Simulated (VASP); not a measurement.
Input of a VASP 6.6.1 run:

Contents of INCAR:

```
  ALGO = Normal
  EDIFF = 1E-6
  ENCUT = 750
  GGA = PE
  GGA_COMPAT = False
  ISIF = 2
  ISMEAR = 1
  LASPH = True
  LCHARG = False
  LREAL = False
  LWAVE = False
  NBANDS = 25
  NELM = 120
  PREC = Accurate
  SIGMA = 0.02
```

The input KPOINTS:

```
k-points
0
Gamma
  3 3 3
```

Contents of POSCAR:

```
LiCaI3
1.0
    5.5831276523      0.0000000000      0.0000000000
    0.0000000000      5.5831276523      0.0000000000
    0.0000000000      0.0000000000      5.5831276523
Ca Li I
1 1 3
Direct
    0.0000000000      0.0000000000      0.0000000000
    0.5000000000      0.5000000000      0.5000000000
    0.5000000000      0.5000000000      0.0000000000
    0.0000000000      0.5000000000      0.5000000000
    0.5000000000      0.0000000000      0.5000000000
```

Potentials or basis: VASP PAW PBE potentials, release 64 (Ca_sv, Li_sv, I).

The run is started by

```console
$ cat potpaw_PBE.64/Ca_sv/POTCAR potpaw_PBE.64/Li_sv/POTCAR potpaw_PBE.64/I/POTCAR > POTCAR
$ mpirun -np 1 vasp_std > vasp.out
```

Problem. What does it give for the pressure?

Solution. -0.4 GPa.

Problem. Predict the band gap on the k mesh.

Solution. 1.37 eV, indirect (least direct gap 1.49 eV).

Caveat: spin-orbit coupling is left out, which moves the levels of the heavy elements. A k mesh can miss the band edges.
